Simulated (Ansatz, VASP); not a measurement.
## One calculation of InSb, two programs

INCAR

```
PREC     = Accurate       # precision mode
ENCUT    = 500            # plane-wave cutoff, eV
EDIFF    = 1E-6           # SCF threshold, eV
ISMEAR   = 0              # smearing method
SIGMA    = 0.1            # smearing width, eV
LREAL    = F              # projectors in reciprocal space
LASPH    = T              # aspherical terms in the spheres
NELM     = 120            # most SCF steps
ALGO     = Normal         # electronic algorithm
ISIF     = 2              # what is computed and relaxed
LWAVE    = F              # write WAVECAR
LCHARG   = F              # write CHGCAR
GGA      = PE             # functional
NBANDS   = 16             # bands
GGA_COMPAT= F
```

File KPOINTS:

```
Automatic mesh
0
Gamma
  6 6 6
```

Contents of POSCAR:

```
InSb
1.0
    0.0000000000      3.0735130000      3.0735130000
    3.0735130000      0.0000000000      3.0735130000
    3.0735130000      3.0735130000      0.0000000000
In Sb
1 1
Direct
    0.0000000000      0.0000000000      0.0000000000
    0.5000000000      0.5000000000      0.5000000000
```

Input for Ansatz:

```yaml
crystal:
  lattice:
    - [0.0, 3.073513, 3.073513]
    - [3.073513, 0.0, 3.073513]
    - [3.073513, 3.073513, 0.0]
  atoms:
    - { symbol: In, position: [0.0, 0.0, 0.0] }
    - { symbol: Sb, position: [0.5, 0.5, 0.5] }
basis:
  ecutwfc: 420
kpoints:
  mp_grid: { grid: [6, 6, 6] }
hamiltonian:
  xc: pbe
  pseudopotentials: { kind: paw, azcp: { folder: soft_1 } }
scf:
  occupations: { method: gaussian, width: 0.1 }
output:
  forces: true
  stress: true
  eigenvalues: true
```

Alike in both runs: task single point; functional PBE; k mesh 6 × 6 × 6; occupations gaussian, width 0.1 eV; no spin polarisation.

|  | VASP | Ansatz |
| --- | --- | --- |
| version | VASP 6.6.1 | Ansatz 0.2.0 |
| potentials or method | VASP PAW PBE potentials, release 64 (In_d, Sb), cutoff 500 eV | scalar-relativistic, plane waves, PAW |
| valence electrons in the cell | 18 | 28 |

|  | VASP | Ansatz | Ansatz less VASP |
| --- | --- | --- | --- |
| gap on the k mesh at the Fermi level (eV) | none | none | - |
| pressure (GPa) | 0.0 | 0.0 | +0.02 |

A gap of «none» marks a metal or a gap that the smearing closes. VASP's potentials hold 18 valence electrons a cell and Ansatz's 28, so a difference there can come from the potentials and not from the codes.

Spin-orbit coupling is off throughout.
